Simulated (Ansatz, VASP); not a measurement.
Ag: VASP beside Ansatz

INCAR

```
PREC = Accurate
ENCUT = 520
EDIFF = 1E-8
ISMEAR = -1
SIGMA = 0.03
LREAL = False
LASPH = True
NELM = 80
ALGO = Normal
ISIF = 2
LWAVE = False
LCHARG = False
GGA = PE
LEFG = True
NBANDS = 18
```

The input KPOINTS:

```
regular mesh
0
Gamma
  4 4 2
```

The input POSCAR:

```
Ag
1.0
    2.9299980804      0.0000000000      0.0000000000
   -1.4649990402      2.5374527707      0.0000000000
    0.0000000000      0.0000000000      4.7900000000
Ag
2
Direct
    0.3333333333      0.6666666667      0.2500000000
    0.6666666667      0.3333333333      0.7500000000
```

Input for Ansatz:

```yaml
crystal:
  lattice:
    - [2.9299980804, 0.0, 0.0]
    - [-1.4649990402, 2.5374527707, 0.0]
    - [0.0, 0.0, 4.79]
  atoms:
    - { symbol: Ag, position: [0.3333333333, 0.6666666667, 0.25] }
    - { symbol: Ag, position: [0.6666666667, 0.3333333333, 0.75] }
kpoints:
  mp_grid: { grid: [4, 4, 2] }
scf:
  occupations: { method: fermi_dirac, width: 0.03 }
hamiltonian:
  xc: pbe
  pseudopotentials: { kind: paw }
output:
  forces: true
  stress: true
  eigenvalues: true
  efg: { contact_densities: true }
```

Alike in both runs: task electric field gradients; functional PBE; k mesh 4 × 4 × 2; occupations fermi-dirac, width 0.03 eV; no spin polarisation.

```csv
,VASP,Ansatz
version,VASP 6.6.1,Ansatz 0.2.0
potentials or method,"VASP PAW PBE potentials, release 64 (Ag)","PAW with Ansatz's default frozen-core files, scalar-relativistic"
plane-wave cutoff (eV),520,420
valence electrons in the cell,22,38
```

|  | VASP | Ansatz | Ansatz less VASP |
| --- | --- | --- | --- |
| pressure (GPa) | 0.5 | 0.6 | +0.14 |
| traceless stress, the component that is largest in VASP (GPa) | -2.57 | -2.57 | +0.008 |
| size of Vzz on the site where it differs most (V/Å²) | 8.0 | 7.6 | -0.38 |

With one functional, cell and mesh, what is left measures potentials, basis and numerics. VASP's potentials hold 22 valence electrons a cell and Ansatz's 38, so a difference there can come from the potentials and not from the codes.

The k mesh is coarse, so the values compare programs but aren't converged.
